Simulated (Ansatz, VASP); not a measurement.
# LiF in VASP and in Ansatz

```
CELL_PARAMETERS angstrom
3.13017 0.00890 0.02664
-1.55738 2.70891 -0.00549
0.04180 0.01419 4.88192
ATOMIC_POSITIONS crystal
Li 0.33399 0.66697 0.38170
Li 0.66846 0.33384 0.88167
F 0.33144 0.66662 0.99332
F 0.66611 0.33258 0.49330
```

Change from the starting cell: cell sheared at random, sigma 0.01, atoms nudged by 0.01 Å; relaxed back.

Alike in both runs: functional PBE; k mesh 12 × 12 × 6; occupations gaussian, width 0.05 eV; no spin polarisation.

Ansatz relaxed the structure, and its values are those at the end. VASP's run is a single point on that final structure, the one shown.

|  | VASP | Ansatz |
| --- | --- | --- |
| version | VASP 6.6.1 | Ansatz 0.2.0 |
| potentials or method | VASP PAW PBE potentials, release 64 (Li_sv, F), cutoff 520 eV | scalar-relativistic, plane waves, PAW |
| valence electrons in the cell | 20 | 20 |

Ansatz gave:

| Quantity | Value |
| --- | --- |
| gap on the k mesh at the Fermi level (eV) | 7.58 |
| least direct gap on the mesh (eV) | 7.58 |

Task: Estimate VASP's values.

Result: gap on the k mesh at the Fermi level (eV): 7.57; least direct gap on the mesh (eV): 7.57.

Ansatz's warnings: stress scf threshold loose.

Noted on VASP's run: the cutoff is under 1.25 times that of the potentials, so the pressure is a little rough.
